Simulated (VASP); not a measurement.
Input of a VASP 6.6.1 run:

INCAR

```
SYSTEM = Ga
PREC = Accurate
ENCUT = 600
EDIFF = 1E-6
ISMEAR = -1
SIGMA = 0.08
LREAL = .False.
LASPH = .True.
NELM = 80
ALGO = Normal
ISIF = 3
LWAVE = .False.
LCHARG = .False.
IBRION = 2
NSW = 32
EDIFFG = -0.005
PSTRESS = 290.0
```

KPOINTS

```
Automatic mesh
0
Gamma
  16 16 16
  0 0 0
```

File POSCAR:

```
Ga
1.0
   -2.3669721805      2.3669721805      1.2414021506
    2.3669721805     -2.3669721805      1.2414021506
    2.3669721805      2.3669721805     -1.2414021506
Ga
2
Direct
   -0.3750000000     -0.1250000000     -0.2500000000
    0.3750000000      0.1250000000      0.2500000000
```

Potentials or basis: VASP PAW LDA potentials, release 64 (Ga_d).

Run with:

```sh
$ cat potpaw_LDA.64/Ga_d/POTCAR > POTCAR
$ mpirun -np 1 vasp_std > vasp.out
```

Question: What does it give for the relaxed cell?

Answer: a = 3.574 Å, b = 3.574 Å, c = 3.574 Å, α = 96.94°, β = 96.94°, γ = 139.31°.

Question: Predict the band gap on the k mesh.

Answer: Zero (bands 13 and 14 overlap by 9.41 eV).

Final structure:
```yaml
crystal:
  lattice:
    - [-2.36939, 2.36939, 1.24259]
    - [2.36939, -2.36939, 1.24259]
    - [2.36939, 2.36939, -1.24259]
  atoms:
    - { symbol: Ga, position: [0.62500, 0.87500, 0.75000] }
    - { symbol: Ga, position: [0.37500, 0.12500, 0.25000] }
```

Caveat: the cell is relaxed towards a set pressure, so the run minimises the enthalpy, not the energy.
